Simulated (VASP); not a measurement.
# Sb in VASP: single point with PBE+D4

Aim: the single point of Sb with PBE+D4.

Program: VASP 6.6.1. These are calculated values, not measurements. Logs are shortened: lines on timing, memory, paths and dates and some standing lists are left out, and cuts for length are marked.

**1. The cell of the first run**

The cell holds a sheet with vacuum, 2 atoms: a = 4.059 Å, b = 4.059 Å, c = 27.100 Å, α = 90.00°, β = 90.00°, γ = 120.00°.

**2. Single point, PBE+D4**

INCAR reads:

```
SYSTEM = Sb
  PREC = Accurate
  ENCUT = 400
  EDIFF = 1E-6
  ISMEAR = 0
  SIGMA = 0.03
  LREAL = .FALSE.
  LASPH = .TRUE.
  NELM = 120
  ALGO = Normal
  ISIF = 2
  LWAVE = .FALSE.
  LCHARG = .FALSE.
  LDIPOL = .TRUE.
  IDIPOL = 3
  DIPOL = 0.5 0.5 0.289
  GGA = PE
  IVDW = 13
  NBANDS = 22
  GGA_COMPAT = .FALSE.
  NELMDL = -8
```

KPOINTS reads:

```
Automatic mesh
0
G
  12 12 1
  0 0 0
```

POSCAR reads:

```
Sb
1.0
    4.0585977580      0.0000000000      0.0000000000
   -2.0292988790      3.5148487622      0.0000000000
    0.0000000000      0.0000000000     27.1000000030
Sb
2
Direct
    0.3333333333      0.6666666667      0.2582503998
    0.6666666667      0.3333333333      0.3192403750
```

Potentials or basis: VASP PAW PBE potentials, release 64 (Sb_d_GW).

Started as:

```
$ cat potpaw_PBE.64/Sb_d_GW/POTCAR > POTCAR
$ mpirun -np 1 vasp_std > vasp.out
```

OUTCAR:

```text
SYSTEM = Sb
   PREC = Accurate
   ENCUT = 400
   EDIFF = 1E-6
   ISMEAR = 0
   LREAL = .FALSE.
   LASPH = .TRUE.
   NELM = 120
   ISIF = 2
   GGA = PE
   IVDW = 13
   NELMDL = -8

 ion  position               nearest neighbor table
   1  0.333  0.667  0.258-   2 2.87   2 2.87   2 2.87
   2  0.667  0.333  0.319-   1 2.87   1 2.87   1 2.87

  LATTYP: Found a hexagonal cell.
 ALAT       =     4.0585977580
 C/A-ratio  =     6.6771830122

  Lattice vectors:

 A1 = (   4.0585977580,   0.0000000000,   0.0000000000)
 A2 = (  -2.0292988790,   3.5148487622,   0.0000000000)
 A3 = (   0.0000000000,   0.0000000000,  27.1000000030)

Analysis of symmetry for initial positions (statically):
=====================================================================
 Subroutine PRICEL returns:
 Original cell was already a primitive cell.

 Routine SETGRP: Setting up the symmetry group for a
 hexagonal supercell.

 Subroutine GETGRP returns: Found 12 space group operations
 (whereof  6 operations were pure point group operations)
 out of a pool of 24 trial point group operations.

The static configuration has the point symmetry C_3v.
 The point group associated with its full space group is D_3d.

Analysis of symmetry for dynamics (positions and initial velocities):
=====================================================================
 Subroutine PRICEL returns:
 Original cell was already a primitive cell.

 Routine SETGRP: Setting up the symmetry group for a
 hexagonal supercell.

 Subroutine GETGRP returns: Found 12 space group operations
 (whereof  6 operations were pure point group operations)
 out of a pool of 24 trial point group operations.

The dynamic configuration has the point symmetry C_3v.
 The point group associated with its full space group is D_3d.

 Subroutine INISYM returns: Found 12 space group operations
 (whereof  6 operations are pure point group operations),
 and found     1 'primitive' translations

----------------------------------------------------------------------------------------

                                     Primitive cell

  volume of cell :     386.5912

  direct lattice vectors                    reciprocal lattice vectors
     4.058597758  0.000000000  0.000000000     0.246390517  0.142253631  0.000000000
    -2.029298879  3.514848762  0.000000000     0.000000000  0.284507263  0.000000000
     0.000000000  0.000000000 27.100000003     0.000000000  0.000000000  0.036900369

  length of vectors
     4.058597758  4.058597758 27.100000003     0.284507263  0.284507263  0.036900369

  position of ions in fractional coordinates (direct lattice)
     0.333333333  0.666666667  0.258250400
     0.666666667  0.333333333  0.319240375

  ion indices of the primitive-cell ions
   primitive index   ion index
                 1           1
                 2           2

----------------------------------------------------------------------------------------

 KPOINTS: Automatic mesh

Automatic generation of k-mesh.
 Grid dimensions read from file:
 generate k-points for:   12   12    1

 Generating k-lattice:

  Cartesian coordinates                     Fractional coordinates (reciprocal lattice)
     0.020532543  0.011854469  0.000000000     0.083333333  0.000000000  0.000000000
     0.000000000  0.023708939  0.000000000     0.000000000  0.083333333  0.000000000
     0.000000000  0.000000000  0.036900369     0.000000000  0.000000000  1.000000000

  Length of vectors
     0.023708939  0.023708939  0.036900369

  Shift w.r.t. Gamma in fractional coordinates (k-lattice)
     0.000000000  0.000000000  0.000000000

 Subroutine IBZKPT returns following result:
 ===========================================

 Found     19 irreducible k-points:

 Following reciprocal coordinates:
            Coordinates               Weight
  0.000000  0.000000  0.000000      1.000000
  0.083333  0.000000  0.000000      6.000000
  0.166667  0.000000  0.000000      6.000000
  0.250000  0.000000  0.000000      6.000000
  0.333333  0.000000  0.000000      6.000000
  0.416667 -0.000000  0.000000      6.000000
[... 11 lines left out ...]
  0.333333  0.250000  0.000000     12.000000
  0.333333  0.333333  0.000000      2.000000
   k-points           NKPTS =     19   k-points in BZ     NKDIM =     19   number of bands    NBANDS=     22
   number of dos      NEDOS =    301   number of ions     NIONS =      2
   total plane-waves  NPLWV = 141120
   dimension x,y,z NGX =    28 NGY =   28 NGZ =  180
   dimension x,y,z NGXF=    56 NGYF=   56 NGZF=  360
   ions per type =               2
   NGX,Y,Z   is equivalent  to a cutoff of  11.47, 11.47, 11.04 a.u.
   NGXF,Y,Z  is equivalent  to a cutoff of  22.94, 22.94, 22.08 a.u.
 SYSTEM =  Sb
   PREC   = accura    normal or accurate (medium, high low for compatibility)
   ISTART =      0    job   : 0-new  1-cont  2-samecut
   ICHARG =      2    charge: 1-file 2-atom 10-const
   ISPIN  =      1    spin polarized calculation?
   LNONCOLLINEAR =      F non collinear calculations
   LSORBIT =      F    spin-orbit coupling
   LASPH  =      T    aspherical Exc in radial PAW
   ENCUT  =  400.0 eV  29.40 Ry    5.42 a.u.   6.62  6.62 44.19*2*pi/ulx,y,z
   NELM   =    120;   NELMIN=  2; NELMDL= -8     # of ELM steps
   EDIFF  = 0.1E-05   stopping-criterion for ELM
   LREAL  =      F    real-space projection
   EDIFFG = 0.1E-04   stopping-criterion for IOM
   NSW    =      0    number of steps for IOM
   IBRION =     -1    ionic relax: 0-MD 1-quasi-New 2-CG
   NFREE  =      0    steps in history (QN), initial steepest desc. (CG)
   ISIF   =      2    stress and relaxation
   ISYM   =      2    0-nonsym 1-usesym 2-fastsym
   POTIM  = 0.5000    time-step for ionic-motion
   TEBEG  =    0.0;   TEEND  =   0.0 temperature during run
   PSTRESS=    0.0 pullay stress
   NELECT =      30.0000    total number of electrons
   NUPDOWN=      -1.0000    fix difference up-down
   EMIN   =  10.00;   EMAX   =-10.00  energy-range for DOS
   EFERMI =   0.00;   METHOD = LEGACY
   ISMEAR =     0;   SIGMA  =   0.03  broadening in eV -4-tet -1-fermi 0-gaus
   EFERMI_NEDOS =   21; number of points for ismear=-14 and -15
   IALGO  =     38    algorithm
   IMIX   =      4    mixing-type and parameters
     AMIX     =   0.40;   BMIX     =  1.00
     AMIX_MAG =   1.60;   BMIX_MAG =  1.00
  volume/ion in A,a.u.               =     193.30      1304.42
  Fermi-wavevector in a.u.,A,eV,Ry     =   0.698283  1.319563  6.634183  0.487599
  Thomas-Fermi vector in A             =   1.781843
   LORBIT       =      0    0 simple, 1 ext, 2 COOP (PROOUT), +10 PAW based schemes
   GGA     = PE    functional components
   LHFCALC =     F    Hartree Fock is set to
   AEXX    =    0.0000 exact exchange contribution
   IVDW    =    13    specifies the selected vdW correction
   LEPSILON=     F    determine dielectric tensor
   LRPA    =     F    only Hartree local field effects (RPA)
 non-spin polarized calculation
 Gauss-broadening in eV      SIGMA  =   0.03
  energy-cutoff  :      400.00
  volume of cell :      386.59
 maximum number of plane-waves:      7097
 NGX is ok and might be reduce to    28
   NGX = 13   NGY = 13   NGZ = 89

 dipolmoment           0.000000      0.000000     -0.000000 electrons x Angstroem

 number of electron      29.9999966 magnetization

 dipolmoment           0.000000      0.000000      0.000000 electrons x Angstroem

 Free energy of the ion-electron system (eV)
  ---------------------------------------------------
  ext. energy  EPLUGINS =         0.00000000
  ---------------------------------------------------
  free energy    TOTEN  =        -8.14410552 eV

  energy without entropy =       -8.14410552  energy(sigma->0) =       -8.14410552

 E-fermi :  -2.9704     XC(G=0):  -2.0830

 val. band max:       -3.1953139744   @ k =   0.0000   0.0000   0.0000
 cond. band min:      -2.0380406941   @ k =   0.3333   0.0000   0.0000
 fundamental gap:      1.1572732803
 Fermi energy:        -2.9704256353

 k-point     1 :       0.0000    0.0000    0.0000
  band No.  band energies     occupation
      1     -31.8894      2.00000
      2     -31.8894      2.00000
      3     -31.8126      2.00000
      4     -31.8126      2.00000
      5     -31.7688      2.00000
      6     -31.6999      2.00000
[... 14 lines left out ...]
     21       1.6251      0.00000
     22       1.9059      0.00000

 k-point     2 :       0.0833    0.0000    0.0000
  band No.  band energies     occupation
      1     -31.8889      2.00000
      2     -31.8857      2.00000
      3     -31.8121      2.00000
      4     -31.8102      2.00000
      5     -31.7676      2.00000
      6     -31.7016      2.00000
[... 14 lines left out ...]
     21       1.7094      0.00000
     22       1.9933      0.00000

 k-point     3 :       0.1667    0.0000    0.0000
  band No.  band energies     occupation
      1     -31.8873      2.00000
      2     -31.8748      2.00000
      3     -31.8109      2.00000
      4     -31.8034      2.00000
      5     -31.7640      2.00000
      6     -31.7063      2.00000
[... 14 lines left out ...]
     21       1.9545      0.00000
     22       2.2421      0.00000
[... 351 lines left out ...]
 k-point    18 :       0.3333    0.2500    0.0000
  band No.  band energies     occupation
      1     -31.8808      2.00000
      2     -31.7988      2.00000
      3     -31.7836      2.00000
      4     -31.7651      2.00000
      5     -31.7595      2.00000
      6     -31.7309      2.00000
[... 14 lines left out ...]
     21       3.8062      0.00000
     22       4.3155      0.00000

 k-point    19 :       0.3333    0.3333    0.0000
  band No.  band energies     occupation
      1     -31.8806      2.00000
      2     -31.7819      2.00000
      3     -31.7817      2.00000
      4     -31.7817      2.00000
      5     -31.7451      2.00000
      6     -31.7451      2.00000
[... 14 lines left out ...]
     21       4.1633      0.00000
     22       4.7111      0.00000

------------------------ aborting loop because EDIFF is reached ----------------------------------------

 vacuum level on the upper side and lower side of the slab       (xc-potential included)        -0.010        -0.010

  DFT-D4 for vdW energy calculation

  Edisp (eV):   -0.55426

  FORCE on cell =-STRESS in cart. coord.  units (eV):
  Direction    XX          YY          ZZ          XY          YZ          ZX
  --------------------------------------------------------------------------------------
  -------------------------------------------------------------------------------------
  Total      -0.11716    -0.11716    -0.11749     0.00000     0.00000     0.00000
  in kB      -0.48556    -0.48556    -0.48693     0.00000     0.00000     0.00000
  external pressure =       -0.49 kB  Pullay stress =        0.00 kB

 VOLUME and BASIS-vectors are now :
 -----------------------------------------------------------------------------
  energy-cutoff  :      400.00
  volume of cell :      386.59
      direct lattice vectors                 reciprocal lattice vectors
     4.058597758  0.000000000  0.000000000     0.246390517  0.142253631  0.000000000
    -2.029298879  3.514848762  0.000000000     0.000000000  0.284507263  0.000000000
     0.000000000  0.000000000 27.100000003     0.000000000  0.000000000  0.036900369

 POSITION                                       TOTAL-FORCE (eV/Angst)
 -----------------------------------------------------------------------------------
     -0.00000      2.34323      6.99859         0.000000      0.000000      0.003988
      2.02930      1.17162      8.65141        -0.000000      0.000000     -0.003988
 -----------------------------------------------------------------------------------
    total drift:                               -0.000000     -0.000000      0.000136

  FREE ENERGIE OF THE ION-ELECTRON SYSTEM (eV)
  ---------------------------------------------------
  free  energy   TOTEN  =        -8.6983661224 eV

  energy  without entropy=       -8.6983661224  energy(sigma->0) =       -8.69836612

 vacuum level on the upper side and lower side of the slab         1.468         1.468
```

It took 8.6 min on 1 thread of AMD EPYC 7R43 (Zen 3), shared host; peak memory 0.36 GiB.

What came out:

```
Free energy                : -8.6984 eV
Largest force              : 0.004 eV/Å
Band gap on the k mesh     : 1.16 eV (least direct gap 1.68 eV)
Dispersion energy per atom : -0.277 eV
```

Forces on the atoms (eV/Å):
```
Sb   0.000  0.000  0.004
Sb   0.000  0.000 -0.004
```

Levels at points of the mesh, in eV from the valence-band top:
| k point | band 13 | band 14 | band 15 | band 16 | band 17 | band 18 |
| --- | --- | --- | --- | --- | --- | --- |
| (0.00, 0.00, 0.00) | -0.85 | 0.00 | 0.00 | 1.68 | 2.78 | 2.78 |
| (0.50, 0.00, 0.00) | -3.16 | -1.68 | -1.63 | 1.58 | 2.25 | 3.48 |

Caveat: spin-orbit coupling is left out, which moves the levels of the heavy elements.
